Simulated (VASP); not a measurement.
# Sc (Fd-3m) in VASP: notebook, part 2 of 2

VASP 6.6.1. Earlier steps stand in the parts before.

## 3. Relaxation of cell and atoms, PBE, target pressure 160 GPa, at which the enthalpy is minimised

This run uses another cell than the first one, of 10.59 Å³/atom.

INCAR reads:

```
SYSTEM = Sc
PREC = Accurate ; ENCUT = 500
EDIFF = 1E-7 ; ISMEAR = -1
SIGMA = 0.1 ; LREAL = .False.
LASPH = .True. ; NELM = 120
ALGO = Normal ; ISIF = 3
LWAVE = .False. ; LCHARG = .False.
GGA = PE ; IBRION = 2
NSW = 32 ; EDIFFG = -0.005
PSTRESS = 1600.0 ; GGA_COMPAT = .False.
NELMIN = 4
```

KPOINTS reads:

```
Automatic mesh
0
Gamma
  14 14 14
  0 0 0
```

POSCAR reads:

```
Sc
1.0
    0.0000000000      2.1962656506      2.1962656506
    2.1962656506      0.0000000000      2.1962656506
    2.1962656506      2.1962656506      0.0000000000
Sc
2
Direct
   -0.1250000000     -0.1250000000     -0.1250000000
    0.1250000000      0.1250000000      0.1250000000
```

Potentials or basis: VASP PAW PBE potentials, release 64 (Sc_sv).

Launch:

```sh
cat potpaw_PBE.64/Sc_sv/POTCAR > POTCAR
mpirun -np 1 vasp_std > vasp.out
```

OUTCAR:

```text
SYSTEM = Sc
   PREC = Accurate
   ENCUT = 500
   EDIFF = 1E-7
   ISMEAR = -1
   LREAL = .False.
   LASPH = .True.
   NELM = 120
   ISIF = 3
   GGA = PE
   IBRION = 2
   NSW = 32
   EDIFFG = -0.005
   PSTRESS = 1600.0
   NELMIN = 4

 ion  position               nearest neighbor table
   1  0.875  0.875  0.875-   2 1.90   2 1.90   2 1.90   2 1.90
   2  0.125  0.125  0.125-   1 1.90   1 1.90   1 1.90   1 1.90

  LATTYP: Found a face centered cubic cell.
 ALAT       =     4.3925313012

  Lattice vectors:

 A1 = (   0.0000000000,   2.1962656506,   2.1962656506)
 A2 = (   2.1962656506,   0.0000000000,   2.1962656506)
 A3 = (   2.1962656506,   2.1962656506,   0.0000000000)

Analysis of symmetry for initial positions (statically):
=====================================================================
 Subroutine PRICEL returns:
 Original cell was already a primitive cell.

 Routine SETGRP: Setting up the symmetry group for a
 face centered cubic supercell.

 Subroutine GETGRP returns: Found 48 space group operations
 (whereof 12 operations were pure point group operations)
 out of a pool of 48 trial point group operations.

The static configuration has the point symmetry D_3d.
 The point group associated with its full space group is O_h .

Analysis of symmetry for dynamics (positions and initial velocities):
=====================================================================
 Subroutine PRICEL returns:
 Original cell was already a primitive cell.

 Routine SETGRP: Setting up the symmetry group for a
 face centered cubic supercell.

 Subroutine GETGRP returns: Found 48 space group operations
 (whereof 12 operations were pure point group operations)
 out of a pool of 48 trial point group operations.

The dynamic configuration has the point symmetry D_3d.
 The point group associated with its full space group is O_h .

 Subroutine INISYM returns: Found 48 space group operations
 (whereof 12 operations are pure point group operations),
 and found     1 'primitive' translations

----------------------------------------------------------------------------------------

                                     Primitive cell

  volume of cell :      21.1877

  direct lattice vectors                    reciprocal lattice vectors
     0.000000000  2.196265651  2.196265651    -0.227659163  0.227659163  0.227659163
     2.196265651  0.000000000  2.196265651     0.227659163 -0.227659163  0.227659163
     2.196265651  2.196265651  0.000000000     0.227659163  0.227659163 -0.227659163

  length of vectors
     3.105988670  3.105988670  3.105988670     0.394317237  0.394317237  0.394317237

  position of ions in fractional coordinates (direct lattice)
     0.875000000  0.875000000  0.875000000
     0.125000000  0.125000000  0.125000000

  ion indices of the primitive-cell ions
   primitive index   ion index
                 1           1
                 2           2

----------------------------------------------------------------------------------------

 KPOINTS: Automatic mesh

Automatic generation of k-mesh.
 Grid dimensions read from file:
 generate k-points for:   14   14   14

 Generating k-lattice:

  Cartesian coordinates                     Fractional coordinates (reciprocal lattice)
[... 44 lines left out ...]
   total plane-waves  NPLWV =  13824
   dimension x,y,z NGX =    24 NGY =   24 NGZ =   24
   dimension x,y,z NGXF=    48 NGYF=   48 NGZF=   48
   ions per type =               2
   NGX,Y,Z   is equivalent  to a cutoff of  12.85, 12.85, 12.85 a.u.
   NGXF,Y,Z  is equivalent  to a cutoff of  25.69, 25.69, 25.69 a.u.
 SYSTEM =  Sc
   PREC   = accura    normal or accurate (medium, high low for compatibility)
   ISTART =      0    job   : 0-new  1-cont  2-samecut
   ICHARG =      2    charge: 1-file 2-atom 10-const
   ISPIN  =      1    spin polarized calculation?
   LNONCOLLINEAR =      F non collinear calculations
   LSORBIT =      F    spin-orbit coupling
   LASPH  =      T    aspherical Exc in radial PAW
   ENCUT  =  500.0 eV  36.75 Ry    6.06 a.u.   5.66  5.66  5.66*2*pi/ulx,y,z
   NELM   =    120;   NELMIN=  4; NELMDL= -5     # of ELM steps
   EDIFF  = 0.1E-06   stopping-criterion for ELM
   LREAL  =      F    real-space projection
   EDIFFG = -.5E-02   stopping-criterion for IOM
   NSW    =     32    number of steps for IOM
   IBRION =      2    ionic relax: 0-MD 1-quasi-New 2-CG
   NFREE  =      1    steps in history (QN), initial steepest desc. (CG)
   ISIF   =      3    stress and relaxation
   ISYM   =      2    0-nonsym 1-usesym 2-fastsym
   POTIM  = 0.5000    time-step for ionic-motion
   TEBEG  =    0.0;   TEEND  =   0.0 temperature during run
   PSTRESS= 1600.0 pullay stress
   NELECT =      22.0000    total number of electrons
   NUPDOWN=      -1.0000    fix difference up-down
   EMIN   =  10.00;   EMAX   =-10.00  energy-range for DOS
   EFERMI =   0.00;   METHOD = LEGACY
   ISMEAR =    -1;   SIGMA  =   0.10  broadening in eV -4-tet -1-fermi 0-gaus
   EFERMI_NEDOS =   21; number of points for ismear=-14 and -15
   IALGO  =     38    algorithm
   IMIX   =      4    mixing-type and parameters
     AMIX     =   0.40;   BMIX     =  1.00
     AMIX_MAG =   1.60;   BMIX_MAG =  1.00
  volume/ion in A,a.u.               =      10.59        71.49
  Fermi-wavevector in a.u.,A,eV,Ry     =   1.657757  3.132706 37.390961  2.748158
  Thomas-Fermi vector in A             =   2.745455
   LORBIT       =      0    0 simple, 1 ext, 2 COOP (PROOUT), +10 PAW based schemes
   GGA     = PE    functional components
   LHFCALC =     F    Hartree Fock is set to
   AEXX    =    0.0000 exact exchange contribution
   IVDW    =     0    specifies the selected vdW correction
   LEPSILON=     F    determine dielectric tensor
   LRPA    =     F    only Hartree local field effects (RPA)
 conjugate gradient relaxation of ions
 non-spin polarized calculation
  energy-cutoff  :      500.00
  volume of cell :       21.19
 maximum number of plane-waves:       549
   NGX = 11   NGY = 11   NGZ = 11

--------------------------------------- Ionic step        1  -------------------------------------------

 number of electron      21.9999997 magnetization

 Free energy of the ion-electron system (eV)
  ---------------------------------------------------
  ext. energy  EPLUGINS =         0.00000000
  ---------------------------------------------------
  free energy    TOTEN  =        -1.72479031 eV

  energy without entropy =       -1.70316027  energy(sigma->0) =       -1.71397529

------------------------ aborting loop because EDIFF is reached ----------------------------------------

  FORCE on cell =-STRESS in cart. coord.  units (eV):
  Direction    XX          YY          ZZ          XY          YZ          ZX
  --------------------------------------------------------------------------------------
  -------------------------------------------------------------------------------------
  Total       22.8683160     22.8683160     22.8683160     -0.0000000      0.0000000     -0.0000000
  in kB     1729.2594725   1729.2594725   1729.2594725     -0.0000000      0.0000000     -0.0000000
  external PRESSURE =     129.2594725 kB  Pullay stress =    1600.0000000 kB
[... 25 lines left out ...]
--------------------------------------- Ionic step        2  -------------------------------------------

 number of electron      21.9999991 magnetization

 E-fermi :   9.1584     XC(G=0): -12.9849

 val. band max:        9.1497958751   @ k =   0.4286   0.3571   0.0000
 cond. band min:       9.1881657983   @ k =  -0.4286   0.0714   0.0000
 fundamental gap:      0.0383699232
 Fermi energy:         9.1584075832

 k-point     1 :       0.0000    0.0000    0.0000
  band No.  band energies     occupation
      1     -42.2620      2.00000
      2     -37.4245      2.00000
      3     -20.6925      2.00000
      4     -20.6925      2.00000
      5     -20.6925      2.00000
      6     -17.0893      2.00000
      7     -17.0893      2.00000
      8     -17.0893      2.00000
      9       3.9542      2.00000
     10       6.9888      2.00000
     11       6.9888      2.00000
     12       9.9019      0.00118
     13       9.9019      0.00118
     14       9.9019      0.00118
[... 490 lines left out ...]
--------------------------------------- Ionic step        4  -------------------------------------------

 number of electron      22.0000003 magnetization

 Free energy of the ion-electron system (eV)
  ---------------------------------------------------
  ext. energy  EPLUGINS =         0.00000000
  ---------------------------------------------------
  free energy    TOTEN  =        -2.16483460 eV

  energy without entropy =       -2.14228651  energy(sigma->0) =       -2.15356056

 E-fermi :  10.0722     XC(G=0): -13.5414

 val. band max:       10.0681300879   @ k =  -0.4286   0.5000   0.0714
 cond. band min:      10.0788282214   @ k =   0.4286   0.3571   0.0714
 fundamental gap:      0.0106981335
 Fermi energy:        10.0721508418

 k-point     1 :       0.0000    0.0000    0.0000
  band No.  band energies     occupation
      1     -41.9320      2.00000
      2     -35.8276      2.00000
      3     -20.0996      2.00000
      4     -20.0996      2.00000
      5     -20.0996      2.00000
      6     -15.9169      2.00000
      7     -15.9169      2.00000
      8     -15.9169      2.00000
      9       4.9983      2.00000
     10       7.5870      2.00000
     11       7.5870      2.00000
     12      11.0005      0.00019
     13      11.0005      0.00019
     14      11.0005      0.00019
[... 448 lines left out ...]
  energy  without entropy=       -2.1422865146  energy(sigma->0) =       -2.15356056

  enthalpy is  TOTEN    =        19.4173277387 eV   P V=       21.5821623355

 reached required accuracy - stopping structural energy minimisation
```

It took 2 min on 1 thread of Oxide Virtual Turin-like, shared host; peak memory 0.13 GiB.

What came out:

```
Free energy                                                : -2.1648 eV
Relaxed volume                                             : 10.81 Å³/atom
Relaxed cell                                               : a = 3.127 Å, b = 3.127 Å, c = 3.127 Å, α = 60.00°, β = 60.00°, γ = 60.00°
Space group after relaxing (to 0.1 Å)                      : Fd-3m (No. 227)
Energy change on relaxing (the run minimises the enthalpy) : -220.0 meV/atom
Ionic steps                                                : 4
Pressure after relaxing                                    : 160.0 GPa
Band gap on the k mesh                                     : zero (bands 11 and 12 overlap by 0.56 eV)
```

Step by step:
```tsv
step	energy change (eV)	largest force (eV/Å)	pressure (GPa)	volume (Å³)
1	0.0000	0.0000	172.93	21.19
2	-2.3236	0.0000	105.76	23.92
3	-0.4614	0.0000	159.36	21.63
4	-0.4400	0.0000	159.99	21.61
```

Final structure:
```
Sc
1.0
     0.00000    2.21081    2.21081
     2.21081    0.00000    2.21081
     2.21081    2.21081    0.00000
Sc
2
Cartesian
  3.8689 3.8689 3.8689
  0.5527 0.5527 0.5527
```

Caveat: the cell is relaxed towards a set pressure, so the run minimises the enthalpy, not the energy; atoms lie so close that the PAW spheres overlap strongly, which falsifies energies and pressures.
